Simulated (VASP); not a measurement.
# Ta2CN4 (Immm) in VASP: single point with PBE

Aim: the single point of Ta2CN4 with PBE.

Everything below comes from runs of VASP 6.6.1. Logs are shortened: lines on timing, memory, paths and dates and some standing lists are left out, and cuts for length are marked.

## 1. The cell of the first run

It takes space group Immm (No. 71, orthorhombic). Conventional cell: a = 3.199 Å, b = 4.195 Å, c = 13.865 Å, α = 90.00°, β = 90.00°, γ = 90.00°. Within 2.8 Å of Ta (site symmetry mm2) lie 6 N at 2.10 to 2.23 Å. C (site symmetry mmm) has 2 N at 1.23 Å within 1.6 Å. N (site symmetry mm2) has 4 Ta at 2.10 to 2.12 Å within 2.8 Å. Within 1.6 Å of N (site symmetry mm2) lie 1 C at 1.23 Å.

## 2. Single point, PBE

The input, INCAR:

```
SYSTEM = Ta2CN4
PREC = Accurate
ENCUT = 520
EDIFF = 1E-6
ISMEAR = 0
SIGMA = 0.1
LREAL = .False.
LASPH = .True.
NELM = 60
ALGO = Normal
ISIF = 2
LWAVE = .False.
LCHARG = .True.
GGA = PE
LELF = .True.
LVHAR = .True.
NBANDS = 32
```

The input, KPOINTS:

```
Automatic mesh
0
Gamma
  12 12 12
  0 0 0
```

The input, POSCAR:

```
Ta2CN4
1.0
   -1.5994643114      2.0974187416      6.9326187306
    1.5994643114     -2.0974187416      6.9326187306
    1.5994643114      2.0974187416     -6.9326187306
Ta C N
2 1 4
Direct
    0.7996039462      0.2996039462      0.5000000000
    0.2003960538      0.7003960538      0.5000000000
    0.0000000000      0.0000000000      0.0000000000
    0.6993687385      0.6993687385      0.0000000000
    0.3006312615      0.3006312615      0.0000000000
    0.9115841011      0.9115841011      0.0000000000
    0.0884158989      0.0884158989      0.0000000000
```

Potentials or basis: VASP PAW PBE potentials, release 64 (Ta_pv, C, N).

Launch:

```
> cat potpaw_PBE.64/Ta_pv/POTCAR potpaw_PBE.64/C/POTCAR potpaw_PBE.64/N/POTCAR > POTCAR
> mpirun -np 1 vasp_std > vasp.out
```

OUTCAR:

```text
SYSTEM = Ta2CN4
   PREC = Accurate
   ENCUT = 520
   EDIFF = 1E-6
   ISMEAR = 0
   LREAL = .False.
   LASPH = .True.
   NELM = 60
   ISIF = 2
   GGA = PE

 ion  position               nearest neighbor table
   1  0.800  0.300  0.500-   5 2.10   5 2.10   4 2.12   4 2.12   6 2.23   6 2.23   2 2.97   2 2.97
                             2 2.97   2 2.97
   2  0.200  0.700  0.500-   4 2.10   4 2.10   5 2.12   5 2.12   7 2.23   7 2.23   1 2.97   1 2.97
                             1 2.97   1 2.97
   3  0.000  0.000  0.000-   6 1.23   7 1.23
   4  0.699  0.699  0.000-   2 2.10   2 2.10   1 2.12   1 2.12
   5  0.301  0.301  0.000-   1 2.10   1 2.10   2 2.12   2 2.12
   6  0.912  0.912  0.000-   3 1.23   1 2.23   1 2.23
   7  0.088  0.088  0.000-   3 1.23   2 2.23   2 2.23

  LATTYP: Found a body centered orthorhombic cell.
 ALAT       =     3.1989286228
 B/A-ratio  =     1.3113257524
 C/A-ratio  =     4.3343378662

  Lattice vectors:

 A1 = (  -1.5994643114,   2.0974187416,   6.9326187306)
 A2 = (   1.5994643114,  -2.0974187416,   6.9326187306)
 A3 = (   1.5994643114,   2.0974187416,  -6.9326187306)

Analysis of symmetry for initial positions (statically):
=====================================================================
 Subroutine PRICEL returns:
 Original cell was already a primitive cell.

 Routine SETGRP: Setting up the symmetry group for a
 body centered orthorhombic supercell.

 Subroutine GETGRP returns: Found  8 space group operations
 (whereof  8 operations were pure point group operations)
 out of a pool of  8 trial point group operations.

The static configuration has the point symmetry D_2h.

Analysis of symmetry for dynamics (positions and initial velocities):
=====================================================================
 Subroutine PRICEL returns:
 Original cell was already a primitive cell.

 Routine SETGRP: Setting up the symmetry group for a
 body centered orthorhombic supercell.

 Subroutine GETGRP returns: Found  8 space group operations
 (whereof  8 operations were pure point group operations)
 out of a pool of  8 trial point group operations.

The dynamic configuration has the point symmetry D_2h.

 Subroutine INISYM returns: Found  8 space group operations
 (whereof  8 operations are pure point group operations),
 and found     1 'primitive' translations

----------------------------------------------------------------------------------------

                                     Primitive cell

  volume of cell :      93.0287

  direct lattice vectors                    reciprocal lattice vectors
    -1.599464311  2.097418742  6.932618731     0.000000000  0.238388258  0.072122818
     1.599464311 -2.097418742  6.932618731     0.312604662  0.000000000  0.072122818
     1.599464311  2.097418742 -6.932618731     0.312604662  0.238388258  0.000000000

  length of vectors
     7.417456028  7.417456028  7.417456028     0.249059556  0.320816732  0.393129287

  position of ions in fractional coordinates (direct lattice)
     0.799603946  0.299603946  0.500000000
     0.200396054  0.700396054  0.500000000
     0.000000000  0.000000000  0.000000000
     0.699368738  0.699368738  0.000000000
     0.300631262  0.300631262  0.000000000
     0.911584101  0.911584101  0.000000000
     0.088415899  0.088415899  0.000000000

  ion indices of the primitive-cell ions
   primitive index   ion index
                 1           1
                 2           2
                 3           3
                 4           4
                 5           5
                 6           6
                 7           7

----------------------------------------------------------------------------------------

 KPOINTS: Automatic mesh

Automatic generation of k-mesh.
 Grid dimensions read from file:
 generate k-points for:   12   12   12

 Generating k-lattice:

  Cartesian coordinates                     Fractional coordinates (reciprocal lattice)
     0.000000000  0.019865688  0.006010235     0.083333333  0.000000000 -0.000000000
     0.026050388  0.000000000  0.006010235     0.000000000  0.083333333  0.000000000
     0.026050388  0.019865688  0.000000000    -0.000000000  0.000000000  0.083333333

  Length of vectors
     0.020754963  0.026734728  0.032760774

  Shift w.r.t. Gamma in fractional coordinates (k-lattice)
     0.000000000  0.000000000  0.000000000

 Subroutine IBZKPT returns following result:
 ===========================================

 Found    280 irreducible k-points:

 Following reciprocal coordinates:
            Coordinates               Weight
  0.000000  0.000000  0.000000      1.000000
  0.083333  0.000000 -0.000000      4.000000
  0.166667  0.000000 -0.000000      4.000000
  0.250000  0.000000 -0.000000      4.000000
  0.333333  0.000000 -0.000000      4.000000
  0.416667  0.000000 -0.000000      4.000000
[... 16 lines left out ...]
  0.250000  0.166667 -0.000000      8.000000
  0.333333  0.166667 -0.000000      8.000000
 [... further k-points ...]
   k-points           NKPTS =    280   k-points in BZ     NKDIM =    280   number of bands    NBANDS=     32
   number of dos      NEDOS =    301   number of ions     NIONS =      7
   total plane-waves  NPLWV = 175616
   dimension x,y,z NGX =    56 NGY =   56 NGZ =   56
   dimension x,y,z NGXF=   112 NGYF=  112 NGZF=  112
   ions per type =               2   1   4
   NGX,Y,Z   is equivalent  to a cutoff of  12.55, 12.55, 12.55 a.u.
   NGXF,Y,Z  is equivalent  to a cutoff of  25.10, 25.10, 25.10 a.u.
 SYSTEM =  Ta2CN4
   PREC   = accura    normal or accurate (medium, high low for compatibility)
   ISTART =      0    job   : 0-new  1-cont  2-samecut
   ICHARG =      2    charge: 1-file 2-atom 10-const
   ISPIN  =      1    spin polarized calculation?
   LNONCOLLINEAR =      F non collinear calculations
   LSORBIT =      F    spin-orbit coupling
   LASPH  =      T    aspherical Exc in radial PAW
   ENCUT  =  520.0 eV  38.22 Ry    6.18 a.u.  13.79 13.79 13.79*2*pi/ulx,y,z
   NELM   =     60;   NELMIN=  2; NELMDL= -5     # of ELM steps
   EDIFF  = 0.1E-05   stopping-criterion for ELM
   LREAL  =      F    real-space projection
   EDIFFG = 0.1E-04   stopping-criterion for IOM
   NSW    =      0    number of steps for IOM
   IBRION =     -1    ionic relax: 0-MD 1-quasi-New 2-CG
   NFREE  =      0    steps in history (QN), initial steepest desc. (CG)
   ISIF   =      2    stress and relaxation
   ISYM   =      2    0-nonsym 1-usesym 2-fastsym
   POTIM  = 0.5000    time-step for ionic-motion
   TEBEG  =    0.0;   TEEND  =   0.0 temperature during run
   PSTRESS=    0.0 pullay stress
   NELECT =      46.0000    total number of electrons
   NUPDOWN=      -1.0000    fix difference up-down
   EMIN   =  10.00;   EMAX   =-10.00  energy-range for DOS
   EFERMI =   0.00;   METHOD = LEGACY
   ISMEAR =     0;   SIGMA  =   0.10  broadening in eV -4-tet -1-fermi 0-gaus
   EFERMI_NEDOS =   21; number of points for ismear=-14 and -15
   IALGO  =     38    algorithm
   IMIX   =      4    mixing-type and parameters
     AMIX     =   0.40;   BMIX     =  1.00
     AMIX_MAG =   1.60;   BMIX_MAG =  1.00
  volume/ion in A,a.u.               =      13.29        89.68
  Fermi-wavevector in a.u.,A,eV,Ry     =   1.294559  2.446361 22.801765  1.675882
  Thomas-Fermi vector in A             =   2.426134
   LORBIT       =      0    0 simple, 1 ext, 2 COOP (PROOUT), +10 PAW based schemes
   GGA     = PE    functional components
   LHFCALC =     F    Hartree Fock is set to
   AEXX    =    0.0000 exact exchange contribution
   IVDW    =     0    specifies the selected vdW correction
   LEPSILON=     F    determine dielectric tensor
   LRPA    =     F    only Hartree local field effects (RPA)
 non-spin polarized calculation
 Gauss-broadening in eV      SIGMA  =   0.10
  energy-cutoff  :      520.00
  volume of cell :       93.03
 maximum number of plane-waves:      2525
   NGX = 27   NGY = 27   NGZ = 27

 number of electron      46.0000001 magnetization

 Free energy of the ion-electron system (eV)
  ---------------------------------------------------
  ext. energy  EPLUGINS =         0.00000000
  ---------------------------------------------------
  free energy    TOTEN  =       -70.37338444 eV

  energy without entropy =      -70.36401513  energy(sigma->0) =      -70.36869978

 E-fermi :   4.2403     XC(G=0): -10.2240

 val. band max:        4.2360607395   @ k =   0.0833   0.2500  -0.0000
 cond. band min:       4.2415119030   @ k =  -0.2500   0.5000   0.2500
 fundamental gap:      0.0054511636
 Fermi energy:         4.2402668323

 k-point     1 :       0.0000    0.0000    0.0000
  band No.  band energies     occupation
      1     -31.6766      2.00000
      2     -31.6188      2.00000
      3     -31.5268      2.00000
      4     -31.4541      2.00000
      5     -31.2671      2.00000
      6     -31.1380      2.00000
[... 24 lines left out ...]
     31       8.0154      0.00000
     32       9.6757      0.00000

 k-point     2 :       0.0833    0.0000   -0.0000
  band No.  band energies     occupation
      1     -31.6878      2.00000
      2     -31.6250      2.00000
      3     -31.5224      2.00000
      4     -31.4384      2.00000
      5     -31.2716      2.00000
      6     -31.1404      2.00000
[... 24 lines left out ...]
     31       8.4251      0.00000
     32       9.7127      0.00000

 k-point     3 :       0.1667    0.0000   -0.0000
  band No.  band energies     occupation
      1     -31.7121      2.00000
      2     -31.6423      2.00000
      3     -31.5093      2.00000
      4     -31.4007      2.00000
      5     -31.2844      2.00000
      6     -31.1476      2.00000
[... 24 lines left out ...]
     31       9.3905      0.00000
     32       9.5515      0.00000

 k-point     4 :       0.2500    0.0000   -0.0000
  band No.  band energies     occupation
      1     -31.7356      2.00000
      2     -31.6677      2.00000
      3     -31.4886      2.00000
      4     -31.3547      2.00000
      5     -31.3050      2.00000
      6     -31.1597      2.00000
[... 654 lines left out ...]
     31       9.3830      0.00000
     32       9.6655      0.00000

 k-point    23 :       0.2500    0.1667   -0.0000
  band No.  band energies     occupation
      1     -31.7166      2.00000
      2     -31.6752      2.00000
      3     -31.5819      2.00000
      4     -31.3912      2.00000
      5     -31.3172      2.00000
      6     -31.1642      2.00000
[... 24 lines left out ...]
     31       9.2803      0.00000
     32      10.0584      0.00000

 k-point    24 :       0.3333    0.1667   -0.0000
  band No.  band energies     occupation
      1     -31.7383      2.00000
      2     -31.7027      2.00000
      3     -31.5546      2.00000
      4     -31.4214      2.00000
      5     -31.2731      2.00000
      6     -31.1701      2.00000
[... 24 lines left out ...]
     31       9.1192      0.00000
     32      10.2093      0.00000

 [... further k-points ...]
[... 5 lines left out ...]
  --------------------------------------------------------------------------------------
  -------------------------------------------------------------------------------------
  Total        0.1251997      0.2394062      0.3527056     -0.0000000      0.0000000      0.0000000
  in kB        2.1562391      4.1231485      6.0744363     -0.0000000      0.0000000      0.0000000
  external PRESSURE =       4.1179413 kB  Pullay stress =       0.0000000 kB

 VOLUME and BASIS-vectors are now :
 -----------------------------------------------------------------------------
  energy-cutoff  :      520.00
  volume of cell :       93.03
      direct lattice vectors                 reciprocal lattice vectors
    -1.599464311  2.097418742  6.932618731     0.000000000  0.238388258  0.072122818
     1.599464311 -2.097418742  6.932618731     0.312604662  0.000000000  0.072122818
     1.599464311  2.097418742 -6.932618731     0.312604662  0.238388258  0.000000000

 POSITION                                       TOTAL-FORCE (eV/Angst)
 -----------------------------------------------------------------------------------
      0.00000      2.09742      4.15408        -0.000000     -0.000000      0.030145
      1.59946      0.00000      2.77854         0.000000      0.000000     -0.030145
      0.00000      0.00000      0.00000        -0.000000      0.000000     -0.000000
      0.00000      0.00000      9.69691         0.000000     -0.000000     -0.034220
      0.00000      0.00000      4.16832        -0.000000      0.000000      0.034220
      0.00000      0.00000     12.63933        -0.000000     -0.000000     -0.084724
      0.00000      0.00000      1.22591         0.000000     -0.000000      0.084724
 -----------------------------------------------------------------------------------
    total drift:                               -0.000000      0.000000     -0.000000

  FREE ENERGIE OF THE ION-ELECTRON SYSTEM (eV)
  ---------------------------------------------------
  free  energy   TOTEN  =       -70.3733844428 eV

  energy  without entropy=      -70.3640151269  energy(sigma->0) =      -70.36869978
```

It took 27 min on 1 thread of AMD EPYC 9R45 (Zen 5), shared host; peak memory 0.91 GiB.

What came out:

```yaml
Free_energy: -70.3734 eV
Pressure: 0.4 GPa
Largest_force: 0.085 eV/Å
Band_gap_on_the_k_mesh: zero (bands 23 and 24 overlap by 2.75 eV)
```

Forces in eV/Å, atoms in the order of the input:
```
Ta   0.000  0.000  0.030
Ta   0.000  0.000 -0.030
C    0.000  0.000  0.000
N    0.000  0.000 -0.034
N    0.000  0.000  0.034
N    0.000  0.000 -0.085
N    0.000  0.000  0.085
```

Caveat: spin-orbit coupling is left out, which moves the levels of the heavy elements.
